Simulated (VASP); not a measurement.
A run of VASP 6.6.1:

Contents of INCAR:

```
PREC = Accurate ; ENCUT = 520
EDIFF = 1E-7 ; ISMEAR = 0
SIGMA = 0.15 ; LREAL = False
LASPH = True ; NELM = 80
ALGO = Fast ; ISIF = 2
LWAVE = False ; LCHARG = False
GGA = PS ; NBANDS = 18
```

The input KPOINTS:

```
regular mesh
0
Gamma
  18 18 10
```

The input POSCAR:

```
Ag
1.0
    2.9299980804      0.0000000000      0.0000000000
   -1.4649990402      2.5374527707      0.0000000000
    0.0000000000      0.0000000000      4.5984000000
Ag
2
Direct
    0.3333333333      0.6666666667      0.2500000000
    0.6666666667      0.3333333333      0.7500000000
```

Potentials or basis: VASP PAW PBE potentials, release 64 (Ag).

The run is started by

```bash
$ cat potpaw_PBE.64/Ag/POTCAR > POTCAR
$ mpirun -np 1 vasp_std > vasp.out
```

Hardware: 1 thread of Intel Xeon 8259CL (shared host).

**Question.** Estimate the wall time of this run.

**Answer.** Wall time 2.9 min on 1 thread of Intel Xeon 8259CL, on a shared host, peak memory 0.24 GiB. Counts: scf iterations 14, k points 222.
